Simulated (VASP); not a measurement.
# Mo (P6/mmm) in VASP: notebook

The runs below take Mo through single point, with LDA.

Program: VASP 6.6.1. These are calculated values, not measurements. Logs are shortened: lines on timing, memory, paths and dates and some standing lists are left out, and cuts for length are marked.

## Step 1: The cell of the first run

The structure is hexagonal, space group P6/mmm (No. 191). Conventional cell: a = 2.475 Å, b = 2.475 Å, c = 2.258 Å, α = 90.00°, β = 90.00°, γ = 120.00°. Within 3.0 Å of Mo (site symmetry 6/mmm) lie 8 Mo at 2.26 to 2.47 Å.

## Step 2: Single point, LDA

Input file INCAR:

```
SYSTEM = Mo
PREC = Accurate ; ENCUT = 520
EDIFF = 1E-7 ; ISMEAR = -1
SIGMA = 0.05 ; LREAL = .False.
LASPH = .True. ; NELM = 80
ALGO = Normal ; ISIF = 2
LWAVE = .False. ; LCHARG = .True.
GGA = CA ; LELF = .True.
LVHAR = .True. ; NBANDS = 13
```

Input file KPOINTS:

```
Automatic mesh
0
Gamma
  18 18 16
  0 0 0
```

Input file POSCAR:

```
Mo
1.0
    2.4746729893      0.0000000000      0.0000000000
   -1.2373364946      2.1431296748      0.0000000000
    0.0000000000      0.0000000000      2.2582205646
Mo
1
Direct
    0.0000000000      0.0000000000      0.0000000000
```

Potentials or basis: VASP PAW LDA potentials, release 64 (Mo_sv).

Launch:

```sh
> cat potpaw_LDA.64/Mo_sv/POTCAR > POTCAR
> mpirun -np 1 vasp_std > vasp.out
```

OUTCAR:

```text
SYSTEM = Mo
   PREC = Accurate
   ENCUT = 520
   EDIFF = 1E-7
   ISMEAR = -1
   LREAL = .False.
   LASPH = .True.
   NELM = 80
   ISIF = 2
   GGA = CA

 ion  position               nearest neighbor table
   1  0.000  0.000  0.000-

  LATTYP: Found a hexagonal cell.
 ALAT       =     2.4746729893
 C/A-ratio  =     0.9125329182

  Lattice vectors:

 A1 = (   2.4746729893,   0.0000000000,   0.0000000000)
 A2 = (  -1.2373364946,   2.1431296748,   0.0000000000)
 A3 = (   0.0000000000,   0.0000000000,   2.2582205646)

Analysis of symmetry for initial positions (statically):
=====================================================================
 Subroutine PRICEL returns:
 Original cell was already a primitive cell.

 Routine SETGRP: Setting up the symmetry group for a
 hexagonal supercell.

 Subroutine GETGRP returns: Found 24 space group operations
 (whereof 24 operations were pure point group operations)
 out of a pool of 24 trial point group operations.

The static configuration has the point symmetry D_6h.

Analysis of symmetry for dynamics (positions and initial velocities):
=====================================================================
 Subroutine PRICEL returns:
 Original cell was already a primitive cell.

 Routine SETGRP: Setting up the symmetry group for a
 hexagonal supercell.

 Subroutine GETGRP returns: Found 24 space group operations
 (whereof 24 operations were pure point group operations)
 out of a pool of 24 trial point group operations.

The dynamic configuration has the point symmetry D_6h.

 Subroutine INISYM returns: Found 24 space group operations
 (whereof 24 operations are pure point group operations),
 and found     1 'primitive' translations

----------------------------------------------------------------------------------------

                                     Primitive cell

  volume of cell :      11.9766

  direct lattice vectors                    reciprocal lattice vectors
     2.474672989  0.000000000  0.000000000     0.404093795  0.233303661  0.000000000
    -1.237336495  2.143129675  0.000000000     0.000000000  0.466607323  0.000000000
     0.000000000  0.000000000  2.258220565     0.000000000  0.000000000  0.442826540

  length of vectors
     2.474672989  2.474672989  2.258220565     0.466607323  0.466607323  0.442826540

  position of ions in fractional coordinates (direct lattice)
     0.000000000  0.000000000  0.000000000

  ion indices of the primitive-cell ions
   primitive index   ion index
                 1           1

----------------------------------------------------------------------------------------

 KPOINTS: Automatic mesh

Automatic generation of k-mesh.
 Grid dimensions read from file:
 generate k-points for:   18   18   16

 Generating k-lattice:

  Cartesian coordinates                     Fractional coordinates (reciprocal lattice)
     0.022449655  0.012961315  0.000000000     0.055555556  0.000000000  0.000000000
     0.000000000  0.025922629  0.000000000     0.000000000  0.055555556  0.000000000
     0.000000000  0.000000000  0.027676659     0.000000000  0.000000000  0.062500000

  Length of vectors
     0.025922629  0.025922629  0.027676659

  Shift w.r.t. Gamma in fractional coordinates (k-lattice)
     0.000000000  0.000000000  0.000000000

 Subroutine IBZKPT returns following result:
 ===========================================

 Found    333 irreducible k-points:

 Following reciprocal coordinates:
            Coordinates               Weight
  0.000000  0.000000  0.000000      1.000000
  0.055556 -0.000000  0.000000      6.000000
  0.111111 -0.000000  0.000000      6.000000
  0.166667 -0.000000  0.000000      6.000000
  0.222222  0.000000  0.000000      6.000000
  0.277778 -0.000000  0.000000      6.000000
[... 16 lines left out ...]
  0.333333  0.111111  0.000000     12.000000
  0.388889  0.111111  0.000000     12.000000
 [... further k-points ...]
   k-points           NKPTS =    333   k-points in BZ     NKDIM =    333   number of bands    NBANDS=     13
   number of dos      NEDOS =    301   number of ions     NIONS =      1
   total plane-waves  NPLWV =   5832
   dimension x,y,z NGX =    18 NGY =   18 NGZ =   18
   dimension x,y,z NGXF=    36 NGYF=   36 NGZF=   36
   ions per type =               1
   NGX,Y,Z   is equivalent  to a cutoff of  12.09, 12.09, 13.25 a.u.
   NGXF,Y,Z  is equivalent  to a cutoff of  24.18, 24.18, 26.50 a.u.
 SYSTEM =  Mo
   PREC   = accura    normal or accurate (medium, high low for compatibility)
   ISTART =      0    job   : 0-new  1-cont  2-samecut
   ICHARG =      2    charge: 1-file 2-atom 10-const
   ISPIN  =      1    spin polarized calculation?
   LNONCOLLINEAR =      F non collinear calculations
   LSORBIT =      F    spin-orbit coupling
   LASPH  =      T    aspherical Exc in radial PAW
   ENCUT  =  520.0 eV  38.22 Ry    6.18 a.u.   4.60  4.60  4.20*2*pi/ulx,y,z
   NELM   =     80;   NELMIN=  2; NELMDL= -5     # of ELM steps
   EDIFF  = 0.1E-06   stopping-criterion for ELM
   LREAL  =      F    real-space projection
   EDIFFG = 0.1E-05   stopping-criterion for IOM
   NSW    =      0    number of steps for IOM
   IBRION =     -1    ionic relax: 0-MD 1-quasi-New 2-CG
   NFREE  =      0    steps in history (QN), initial steepest desc. (CG)
   ISIF   =      2    stress and relaxation
   ISYM   =      2    0-nonsym 1-usesym 2-fastsym
   POTIM  = 0.5000    time-step for ionic-motion
   TEBEG  =    0.0;   TEEND  =   0.0 temperature during run
   PSTRESS=    0.0 pullay stress
   NELECT =      14.0000    total number of electrons
   NUPDOWN=      -1.0000    fix difference up-down
   EMIN   =  10.00;   EMAX   =-10.00  energy-range for DOS
   EFERMI =   0.00;   METHOD = LEGACY
   ISMEAR =    -1;   SIGMA  =   0.05  broadening in eV -4-tet -1-fermi 0-gaus
   EFERMI_NEDOS =   21; number of points for ismear=-14 and -15
   IALGO  =     38    algorithm
   IMIX   =      4    mixing-type and parameters
     AMIX     =   0.40;   BMIX     =  1.00
     AMIX_MAG =   1.60;   BMIX_MAG =  1.00
  volume/ion in A,a.u.               =      11.98        80.82
  Fermi-wavevector in a.u.,A,eV,Ry     =   1.724540  3.258908 40.464252  2.974039
  Thomas-Fermi vector in A             =   2.800210
   LORBIT       =      0    0 simple, 1 ext, 2 COOP (PROOUT), +10 PAW based schemes
   GGA     = CA    functional components
   LHFCALC =     F    Hartree Fock is set to
   AEXX    =    0.0000 exact exchange contribution
   IVDW    =     0    specifies the selected vdW correction
   LEPSILON=     F    determine dielectric tensor
   LRPA    =     F    only Hartree local field effects (RPA)
 non-spin polarized calculation
  energy-cutoff  :      520.00
  volume of cell :       11.98
 maximum number of plane-waves:       338
   NGX =  9   NGY =  9   NGZ =  9

 number of electron      14.0000006 magnetization

 Free energy of the ion-electron system (eV)
  ---------------------------------------------------
  ext. energy  EPLUGINS =         0.00000000
  ---------------------------------------------------
  free energy    TOTEN  =       -10.02753312 eV

  energy without entropy =      -10.02141423  energy(sigma->0) =      -10.02447367

 E-fermi :  16.9929     XC(G=0): -15.0559

 val. band max:       16.9906469155   @ k =   0.2222   0.1667   0.3750
 cond. band min:      16.9930742136   @ k =   0.3889   0.0556   0.0625
 fundamental gap:      0.0024272981
 Fermi energy:        16.9929215993

 k-point     1 :       0.0000    0.0000    0.0000
  band No.  band energies     occupation
      1     -44.2123      2.00000
      2     -16.4971      2.00000
      3     -16.4971      2.00000
      4     -16.0205      2.00000
      5       9.5230      2.00000
      6      10.6533      2.00000
      7      15.3040      2.00000
      8      15.3040      2.00000
      9      23.5760      0.00000
     10      23.5760      0.00000
     11      29.7696      0.00000
     12      36.5668      0.00000
     13      41.1881      0.00000

 k-point     2 :       0.0556   -0.0000    0.0000
  band No.  band energies     occupation
      1     -44.1922      2.00000
      2     -16.6117      2.00000
      3     -16.5217      2.00000
      4     -16.0088      2.00000
      5       9.7201      2.00000
      6      10.7141      2.00000
      7      15.1071      2.00000
      8      15.4706      2.00000
      9      23.3504      0.00000
     10      23.5402      0.00000
     11      30.2195      0.00000
     12      36.9213      0.00000
     13      40.4301      0.00000

 k-point     3 :       0.1111   -0.0000    0.0000
  band No.  band energies     occupation
      1     -44.1341      2.00000
      2     -16.9353      2.00000
      3     -16.5920      2.00000
      4     -15.9751      2.00000
      5      10.2495      2.00000
      6      10.9006      2.00000
      7      14.6345      2.00000
      8      15.9636      2.00000
      9      22.7522      0.00000
     10      23.4386      0.00000
     11      31.4630      0.00000
     12      37.8895      0.00000
     13      38.8182      0.00000
[... 305 lines left out ...]
 k-point    23 :       0.3333    0.1111    0.0000
  band No.  band energies     occupation
      1     -43.5669      2.00000
      2     -19.4198      2.00000
      3     -17.4383      2.00000
      4     -15.6556      2.00000
      5      10.9313      2.00000
      6      12.6348      2.00000
      7      17.0058      0.87239
      8      19.1813      0.00000
      9      22.1850      0.00000
     10      23.0263      0.00000
     11      31.6248      0.00000
     12      33.3131      0.00000
     13      37.5914      0.00000

 k-point    24 :       0.3889    0.1111    0.0000
  band No.  band energies     occupation
      1     -43.5058      2.00000
      2     -19.6518      2.00000
      3     -17.5217      2.00000
      4     -15.6222      2.00000
      5      10.6746      2.00000
      6      12.8692      2.00000
      7      17.9783      0.00000
      8      18.9022      0.00000
      9      22.0643      0.00000
     10      24.0458      0.00000
     11      31.1753      0.00000
     12      32.3612      0.00000
     13      36.7296      0.00000

 [... further k-points ...]
[... 5 lines left out ...]
  --------------------------------------------------------------------------------------
  -------------------------------------------------------------------------------------
  Total        9.1774317      9.1774317      9.3006744      0.0000000     -0.0000000     -0.0000000
  in kB     1227.7194020   1227.7194020   1244.2063071      0.0000000     -0.0000000     -0.0000000
  external PRESSURE =    1233.2150371 kB  Pullay stress =       0.0000000 kB

 VOLUME and BASIS-vectors are now :
 -----------------------------------------------------------------------------
  energy-cutoff  :      520.00
  volume of cell :       11.98
      direct lattice vectors                 reciprocal lattice vectors
     2.474672989  0.000000000  0.000000000     0.404093795  0.233303661  0.000000000
    -1.237336495  2.143129675  0.000000000     0.000000000  0.466607323  0.000000000
     0.000000000  0.000000000  2.258220565     0.000000000  0.000000000  0.442826540

 POSITION                                       TOTAL-FORCE (eV/Angst)
 -----------------------------------------------------------------------------------
      0.00000      0.00000      0.00000         0.000000      0.000000      0.000000
 -----------------------------------------------------------------------------------
    total drift:                               -0.000000      0.000000     -0.000000

  FREE ENERGIE OF THE ION-ELECTRON SYSTEM (eV)
  ---------------------------------------------------
  free  energy   TOTEN  =       -10.0275331161 eV

  energy  without entropy=      -10.0214142285  energy(sigma->0) =      -10.02447367
```

Wall time 72 s (1 thread of AMD EPYC 7R13, shared host); peak memory 0.12 GiB.

Results:

| Item | Value |
| --- | --- |
| Free energy | -10.0275 eV |
| Pressure | 123.3 GPa |
| Band gap on the k mesh | zero (band 7 reaches 18.76 eV, above the bottom of band 8 at 15.30 eV) |

Stress tensor (GPa, compression positive):
```
122.77   0.00   0.00
  0.00 122.77   0.00
  0.00   0.00 124.42
```

Levels at points of the mesh, in eV from the Fermi level:
| k point | band 4 | band 5 | band 6 | band 7 | band 8 | band 9 | band 10 | band 11 |
| --- | --- | --- | --- | --- | --- | --- | --- | --- |
| (0.00, 0.00, 0.00) | -33.01 | -7.47 | -6.34 | -1.69 | -1.69 | 6.58 | 6.58 | 12.78 |
| (0.50, 0.00, 0.00) | -32.61 | -7.17 | -4.10 | 1.66 | 2.44 | 5.50 | 6.56 | 14.79 |
| (0.00, 0.00, 0.50) | -33.01 | -3.93 | -0.21 | -0.21 | 0.67 | 0.67 | 0.95 | 16.27 |
| (0.50, 0.00, 0.50) | -33.72 | -8.34 | -4.81 | -1.31 | 7.26 | 7.45 | 9.72 | 10.98 |

## Step 3: Single point, LDA

Input file INCAR:

```
SYSTEM = Mo
PREC = Accurate
ENCUT = 520
EDIFF = 1E-6
ISMEAR = -1
SIGMA = 0.05
LREAL = .FALSE.
LASPH = .TRUE.
NELM = 100
ALGO = Normal
ISIF = 2
LWAVE = .FALSE.
LCHARG = .FALSE.
GGA = CA
NBANDS = 13
```

Input file KPOINTS:

```
Automatic mesh
0
G
  18 18 16
  0 0 0
```

Input file POSCAR:

```
Mo
1.0
    2.4748765259      0.0000000000      0.0000000000
   -1.2374382629      2.1433059427      0.0000000000
    0.0000000000      0.0000000000      2.2586951617
Mo
1
Direct
    0.0000000000      0.0000000000      0.0000000000
```

Potentials or basis: VASP PAW LDA potentials, release 64 (Mo_sv).

Launch:

```sh
> cat potpaw_LDA.64/Mo_sv/POTCAR > POTCAR
> mpirun -np 1 vasp_std > vasp.out
```

Wall time 72 s (1 thread of AMD EPYC 7R13, shared host); peak memory 0.12 GiB.

It converged, with:

```
Free energy            : -10.0310 eV
Pressure               : 123.1 GPa
Band gap on the k mesh : zero (band 7 reaches 18.75 eV, above the bottom of band 8 at 15.30 eV)
```

Stress tensor (GPa, compression positive):
```
122.55   0.00   0.00
  0.00 122.55   0.00
  0.00   0.00 124.10
```

Levels at points of the mesh, in eV from the Fermi level:
| k point | band 3 | band 4 | band 5 | band 6 | band 7 | band 8 | band 9 | band 10 | band 11 | band 12 |
| --- | --- | --- | --- | --- | --- | --- | --- | --- | --- | --- |
| (0.00, 0.00, 0.00) | -33.49 | -33.02 | -7.47 | -6.34 | -1.69 | -1.69 | 6.58 | 6.58 | 12.78 | 19.57 |
| (0.50, 0.00, 0.00) | -34.26 | -32.62 | -7.17 | -4.10 | 1.65 | 2.44 | 5.50 | 6.56 | 14.79 | 16.17 |
| (0.00, 0.00, 0.50) | -33.01 | -33.01 | -3.93 | -0.21 | -0.21 | 0.67 | 0.67 | 0.95 | 16.26 | 16.81 |
| (0.50, 0.00, 0.50) | -36.06 | -33.72 | -8.34 | -4.80 | -1.30 | 7.26 | 7.45 | 9.72 | 10.97 | 21.03 |
